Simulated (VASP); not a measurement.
# AlAs (F-43m) in VASP: further runs, part 2 of 2

VASP 6.6.1. The steps go on from the part before.

### 4 Single point, PBE

This run uses another cell than the first one, of 23.49 Å³/atom.

Input file INCAR:

```
SYSTEM = AlAs
PREC     = Accurate       ! precision mode
ENCUT    = 500            ! plane-wave cutoff, eV
EDIFF    = 1E-6           ! SCF threshold, eV
ISMEAR   = 0              ! smearing method
SIGMA    = 0.01           ! smearing width, eV
LREAL    = .FALSE.        ! projectors in reciprocal space
LASPH    = .TRUE.         ! aspherical terms in the spheres
NELM     = 120            ! most SCF steps
ALGO     = Normal         ! electronic algorithm
ISIF     = 2              ! what is computed and relaxed
LWAVE    = .FALSE.        ! write WAVECAR
LCHARG   = .FALSE.        ! write CHGCAR
GGA      = PE             ! functional
NBANDS   = 11             ! bands
GGA_COMPAT= .FALSE.
```

Input file KPOINTS:

```
regular mesh
0
G
  8 8 8
  0 0 0
```

Input file POSCAR:

```
AlAs
1.0
    0.0000000000      2.8640530136      2.8640530136
    2.8640530136      0.0000000000      2.8640530136
    2.8640530136      2.8640530136      0.0000000000
Al As
1 1
Direct
    0.0000000000      0.0000000000      0.0000000000
    0.2500000000      0.2500000000      0.2500000000
```

Potentials or basis: VASP PAW PBE potentials, release 64 (Al, As).

Command:

```console
$ cat potpaw_PBE.64/Al/POTCAR potpaw_PBE.64/As/POTCAR > POTCAR
$ mpirun -np 1 vasp_std > vasp.out
```

OUTCAR:

```text
SYSTEM = AlAs
   PREC = Accurate
   ENCUT = 500
   EDIFF = 1E-6
   ISMEAR = 0
   LREAL = .FALSE.
   LASPH = .TRUE.
   NELM = 120
   ISIF = 2
   GGA = PE

 ion  position               nearest neighbor table
   1  0.000  0.000  0.000-   2 2.48   2 2.48   2 2.48   2 2.48
   2  0.250  0.250  0.250-   1 2.48   1 2.48   1 2.48   1 2.48

  LATTYP: Found a face centered cubic cell.
 ALAT       =     5.7281060272

  Lattice vectors:

 A1 = (   0.0000000000,   2.8640530136,   2.8640530136)
 A2 = (   2.8640530136,   0.0000000000,   2.8640530136)
 A3 = (   2.8640530136,   2.8640530136,   0.0000000000)

Analysis of symmetry for initial positions (statically):
=====================================================================
 Subroutine PRICEL returns:
 Original cell was already a primitive cell.

 Routine SETGRP: Setting up the symmetry group for a
 face centered cubic supercell.

 Subroutine GETGRP returns: Found 24 space group operations
 (whereof 24 operations were pure point group operations)
 out of a pool of 48 trial point group operations.

The static configuration has the point symmetry T_d .

Analysis of symmetry for dynamics (positions and initial velocities):
=====================================================================
 Subroutine PRICEL returns:
 Original cell was already a primitive cell.

 Routine SETGRP: Setting up the symmetry group for a
 face centered cubic supercell.

 Subroutine GETGRP returns: Found 24 space group operations
 (whereof 24 operations were pure point group operations)
 out of a pool of 48 trial point group operations.

The dynamic configuration has the point symmetry T_d .

 Subroutine INISYM returns: Found 24 space group operations
 (whereof 24 operations are pure point group operations),
 and found     1 'primitive' translations

----------------------------------------------------------------------------------------

                                     Primitive cell

  volume of cell :      46.9865

[... 117 lines left out ...]
   LEPSILON=     F    determine dielectric tensor
   LRPA    =     F    only Hartree local field effects (RPA)
 non-spin polarized calculation
 Gauss-broadening in eV      SIGMA  =   0.01
  energy-cutoff  :      500.00
  volume of cell :       46.99
 maximum number of plane-waves:      1243
 NGX is ok and might be reduce to    30
   NGX = 15   NGY = 15   NGZ = 15

 number of electron       7.9999999 magnetization

 Free energy of the ion-electron system (eV)
  ---------------------------------------------------
  ext. energy  EPLUGINS =         0.00000000
  ---------------------------------------------------
  free energy    TOTEN  =        -9.38799045 eV

  energy without entropy =       -9.38799045  energy(sigma->0) =       -9.38799045

 E-fermi :   3.6730     XC(G=0):  -8.9042

 val. band max:        3.5929477529   @ k =   0.0000   0.0000   0.0000
 cond. band min:       5.0875592527   @ k =   0.5000   0.5000   0.0000
 fundamental gap:      1.4946114998
 Fermi energy:         3.6729954052

 k-point     1 :       0.0000    0.0000    0.0000
  band No.  band energies     occupation
      1      -8.0771      2.00000
      2       3.5929      2.00000
      3       3.5929      2.00000
      4       3.5929      2.00000
      5       5.3747      0.00000
      6       7.8197      0.00000
      7       7.8197      0.00000
      8       7.8197      0.00000
      9      12.2751      0.00000
     10      12.5350      0.00000
     11      12.5350      0.00000
[... 309 lines left out ...]
 k-point    24 :      -0.3750    0.2500    0.1250
  band No.  band energies     occupation
      1      -6.4896      2.00000
      2      -1.5404      2.00000
      3       0.9913      2.00000
      4       2.1100      2.00000
      5       7.1729      0.00000
      6       7.8037      0.00000
      7      10.1315      0.00000
      8      11.0954      0.00000
      9      11.8115      0.00000
     10      14.4556      0.00000
     11      15.6763      0.00000

 [... further k-points ...]

------------------------ aborting loop because EDIFF is reached ----------------------------------------

  FORCE on cell =-STRESS in cart. coord.  units (eV):
  Direction    XX          YY          ZZ          XY          YZ          ZX
  --------------------------------------------------------------------------------------
  -------------------------------------------------------------------------------------
  Total        0.0493195      0.0493195      0.0493195      0.0000000      0.0000000     -0.0000000
  in kB        1.6817302      1.6817302      1.6817302      0.0000000      0.0000000     -0.0000000
  external PRESSURE =       1.6817302 kB  Pullay stress =       0.0000000 kB

 VOLUME and BASIS-vectors are now :
 -----------------------------------------------------------------------------
  energy-cutoff  :      500.00
  volume of cell :       46.99
      direct lattice vectors                 reciprocal lattice vectors
     0.000000000  2.864053014  2.864053014    -0.174577774  0.174577774  0.174577774
     2.864053014  0.000000000  2.864053014     0.174577774 -0.174577774  0.174577774
     2.864053014  2.864053014  0.000000000     0.174577774  0.174577774 -0.174577774

 POSITION                                       TOTAL-FORCE (eV/Angst)
 -----------------------------------------------------------------------------------
      0.00000      0.00000      0.00000         0.000000      0.000000      0.000000
      1.43203      1.43203      1.43203        -0.000000     -0.000000     -0.000000
 -----------------------------------------------------------------------------------
    total drift:                               -0.000000     -0.000000     -0.000000

  FREE ENERGIE OF THE ION-ELECTRON SYSTEM (eV)
  ---------------------------------------------------
  free  energy   TOTEN  =        -9.3879904538 eV

  energy  without entropy=       -9.3879904538  energy(sigma->0) =       -9.38799045
```

OSZICAR:

```text
N       E                     dE             d eps       ncg     rms          rms(c)
DAV:   1     0.137642980933E+02    0.13764E+02   -0.28876E+03   638   0.521E+02
DAV:   2    -0.861896641977E+01   -0.22383E+02   -0.21713E+02   790   0.874E+01
DAV:   3    -0.959541193212E+01   -0.97645E+00   -0.97521E+00   825   0.178E+01
DAV:   4    -0.960270307289E+01   -0.72911E-02   -0.72907E-02   736   0.184E+00
DAV:   5    -0.960285132330E+01   -0.14825E-03   -0.14825E-03   784   0.256E-01    0.312E+00
DAV:   6    -0.941738246466E+01    0.18547E+00   -0.34407E-01   698   0.209E+00    0.180E+00
DAV:   7    -0.938712055032E+01    0.30262E-01   -0.16124E-01   728   0.156E+00    0.672E-01
DAV:   8    -0.938773618810E+01   -0.61564E-03   -0.11116E-02   701   0.487E-01    0.112E-01
DAV:   9    -0.938784170613E+01   -0.10552E-03   -0.41991E-04   761   0.115E-01    0.634E-02
DAV:  10    -0.938798681876E+01   -0.14511E-03   -0.19903E-04   702   0.747E-02    0.757E-03
DAV:  11    -0.938799039820E+01   -0.35794E-05   -0.22201E-05   760   0.196E-02    0.558E-03
DAV:  12    -0.938799045384E+01   -0.55646E-07   -0.20169E-06   719   0.702E-03
   1 F= -.93879905E+01 E0= -.93879905E+01  d E =-.491156E-32
```

Run time: 7.4 s. Hardware: 1 thread of AMD EPYC 9R45 (Zen 5), shared host; peak memory 0.14 GiB.

Results:

```
Free energy            : -9.3880 eV
Pressure               : 0.2 GPa
Band gap on the k mesh : 1.49 eV (least direct gap 1.78 eV)
```

A k mesh can miss the band edges.

### 5 Relaxation of cell and atoms, PBE

Input file INCAR:

```
SYSTEM = AlAs
ALGO = Normal
EDIFF = 1E-7
EDIFFG = -0.002
ENCUT = 500
GGA = PE
GGA_COMPAT = .FALSE.
IBRION = 2
ISIF = 3
ISMEAR = 0
LASPH = .TRUE.
LCHARG = .FALSE.
LREAL = .FALSE.
LWAVE = .FALSE.
NELM = 120
NELMIN = 4
NSW = 100
PREC = Accurate
SIGMA = 0.02
```

Input file KPOINTS:

```
k-points
0
G
  8 8 8
  0 0 0
```

Input file POSCAR:

```
AlAs
1.0
    0.0000000000      2.8305000000      2.8305000000
    2.8305000000      0.0000000000      2.8305000000
    2.8305000000      2.8305000000      0.0000000000
Al As
1 1
Direct
    0.0000000000      0.0000000000      0.0000000000
    0.2500000000      0.2500000000      0.2500000000
```

Potentials or basis: VASP PAW PBE potentials, release 64 (Al, As).

Command:

```console
$ cat potpaw_PBE.64/Al/POTCAR potpaw_PBE.64/As/POTCAR > POTCAR
$ mpirun -np 1 vasp_std > vasp.out
```

OUTCAR:

```text
SYSTEM = AlAs
   EDIFF = 1E-7
   EDIFFG = -0.002
   ENCUT = 500
   GGA = PE
   IBRION = 2
   ISIF = 3
   ISMEAR = 0
   LASPH = .TRUE.
   LREAL = .FALSE.
   NELM = 120
   NELMIN = 4
   NSW = 100
   PREC = Accurate

 ion  position               nearest neighbor table
   1  0.000  0.000  0.000-   2 2.45   2 2.45   2 2.45   2 2.45
   2  0.250  0.250  0.250-   1 2.45   1 2.45   1 2.45   1 2.45

  LATTYP: Found a face centered cubic cell.
 ALAT       =     5.6610000000

  Lattice vectors:

 A1 = (   0.0000000000,   2.8305000000,   2.8305000000)
 A2 = (   2.8305000000,   0.0000000000,   2.8305000000)
 A3 = (   2.8305000000,   2.8305000000,   0.0000000000)

Analysis of symmetry for initial positions (statically):
=====================================================================
 Subroutine PRICEL returns:
 Original cell was already a primitive cell.

 Routine SETGRP: Setting up the symmetry group for a
 face centered cubic supercell.

 Subroutine GETGRP returns: Found 24 space group operations
 (whereof 24 operations were pure point group operations)
 out of a pool of 48 trial point group operations.

The static configuration has the point symmetry T_d .

Analysis of symmetry for dynamics (positions and initial velocities):
=====================================================================
 Subroutine PRICEL returns:
 Original cell was already a primitive cell.
[... 145 lines left out ...]
 NGX is ok and might be reduce to    30
   NGX = 15   NGY = 15   NGZ = 15

--------------------------------------- Ionic step        1  -------------------------------------------

 number of electron       8.0000000 magnetization

 Free energy of the ion-electron system (eV)
  ---------------------------------------------------
  ext. energy  EPLUGINS =         0.00000000
  ---------------------------------------------------
  free energy    TOTEN  =        -9.37345791 eV

  energy without entropy =       -9.37345791  energy(sigma->0) =       -9.37345791

 E-fermi :   4.0295     XC(G=0):  -9.0412

 val. band max:        3.8886639789   @ k =   0.0000   0.0000   0.0000
 cond. band min:       5.3234437396   @ k =   0.5000   0.5000   0.0000
 fundamental gap:      1.4347797607
 Fermi energy:         4.0294525504

 k-point     1 :       0.0000    0.0000    0.0000
  band No.  band energies     occupation
      1      -7.9756      2.00000
      2       3.8887      2.00000
      3       3.8887      2.00000
      4       3.8887      2.00000
      5       5.9490      0.00000
      6       8.1756      0.00000
      7       8.1756      0.00000
      8       8.1756      0.00000
[... 324 lines left out ...]
--------------------------------------- Ionic step        3  -------------------------------------------

 number of electron       7.9999999 magnetization

 Free energy of the ion-electron system (eV)
  ---------------------------------------------------
  ext. energy  EPLUGINS =         0.00000000
  ---------------------------------------------------
  free energy    TOTEN  =        -9.38796357 eV

  energy without entropy =       -9.38796357  energy(sigma->0) =       -9.38796357

 E-fermi :   3.7258     XC(G=0):  -8.8950

 val. band max:        3.5738168066   @ k =   0.0000   0.0000   0.0000
 cond. band min:       5.0723284579   @ k =   0.5000   0.5000   0.0000
 fundamental gap:      1.4985116513
 Fermi energy:         3.7258047027

 k-point     1 :       0.0000    0.0000    0.0000
  band No.  band energies     occupation
      1      -8.0837      2.00000
      2       3.5738      2.00000
      3       3.5738      2.00000
      4       3.5738      2.00000
      5       5.3375      0.00000
      6       7.7965      0.00000
      7       7.7965      0.00000
      8       7.7965      0.00000
[... 282 lines left out ...]
  FREE ENERGIE OF THE ION-ELECTRON SYSTEM (eV)
  ---------------------------------------------------
  free  energy   TOTEN  =        -9.3879635749 eV

  energy  without entropy=       -9.3879635749  energy(sigma->0) =       -9.38796357

 reached required accuracy - stopping structural energy minimisation
```

OSZICAR:

```text
N       E                     dE             d eps       ncg     rms          rms(c)
DAV:   1     0.145128582930E+02    0.14513E+02   -0.31124E+03   464   0.737E+02
DAV:   2    -0.904743100853E+01   -0.23560E+02   -0.22691E+02   648   0.879E+01
DAV:   3    -0.959337229856E+01   -0.54594E+00   -0.54594E+00   568   0.184E+01
[... 25 lines left out ...]
DAV:   3    -0.938801823130E+01    0.76210E-03   -0.28881E-03   528   0.267E-01    0.551E-02
DAV:   4    -0.938796894804E+01    0.49283E-04   -0.11607E-04   496   0.663E-02    0.296E-02
DAV:   5    -0.938796325480E+01    0.56932E-05   -0.14211E-05   632   0.232E-02    0.163E-02
DAV:   6    -0.938796363391E+01   -0.37911E-06   -0.63946E-07   504   0.603E-03    0.178E-03
DAV:   7    -0.938796357489E+01    0.59017E-07   -0.14796E-07   408   0.189E-03
   3 F= -.93879636E+01 E0= -.93879636E+01  d E =-.145057E-01
```

It took 14 s on 1 thread of AMD EPYC 9R45 (Zen 5), shared host; peak memory 0.14 GiB.

Results:

| Quantity | Value |
| --- | --- |
| Free energy | -9.3880 eV |
| Relaxed volume | 23.55 Å³/atom |
| Relaxed cell | a = 4.054 Å, b = 4.054 Å, c = 4.054 Å, α = 60.00°, β = 60.00°, γ = 60.00° |
| Space group after relaxing (to 0.1 Å) | F-43m (No. 216) |
| Energy gained by relaxing | 7.3 meV/atom |
| Ionic steps | 3 |
| Pressure after relaxing | 0.0 GPa |
| Band gap on the k mesh | 1.50 eV (least direct gap 1.76 eV) |

Step by step:
```tsv
step	energy change (eV)	largest force (eV/Å)	pressure (GPa)	volume (Å³)
1	0.0000	0.0000	2.76	45.35
2	-0.0113	0.0000	-1.18	47.97
3	-0.0145	0.0000	0.01	47.10
```

Final structure:
```yaml
crystal:
  lattice:
    - [0.00000, 2.86629, 2.86629]
    - [2.86629, 0.00000, 2.86629]
    - [2.86629, 2.86629, 0.00000]
  atoms:
    - { symbol: Al, position: [0.00000, 0.00000, 0.00000] }
    - { symbol: As, position: [0.25000, 0.25000, 0.25000] }
```

### 6 Summary

| task | cell | k mesh | smearing | gap on the mesh (eV) | pressure (GPa) |
| --- | --- | --- | --- | --- | --- |
| single point | a = 4.003 Å, angles 60.0°, 2 atoms | 6 × 6 × 6 | gaussian 0.1 eV | 1.43 | 2.8 |
| single point | a = 4.050 Å, angles 60.0°, 2 atoms | 8 × 8 × 8 | gaussian 0.01 eV | 1.49 | 0.2 |
| relaxation of cell and atoms | relaxed from a = 4.003 Å, angles 60.0°, 2 atoms | 8 × 8 × 8 | gaussian 0.02 eV | 1.50 | 0.0 |

Alike in all rows: level PBE; potentials or basis VASP PAW PBE potentials, release 64 (Al, As); no spin polarisation; cutoff (eV) 500.

Absolute energies hang on the potentials; compare differences alone.
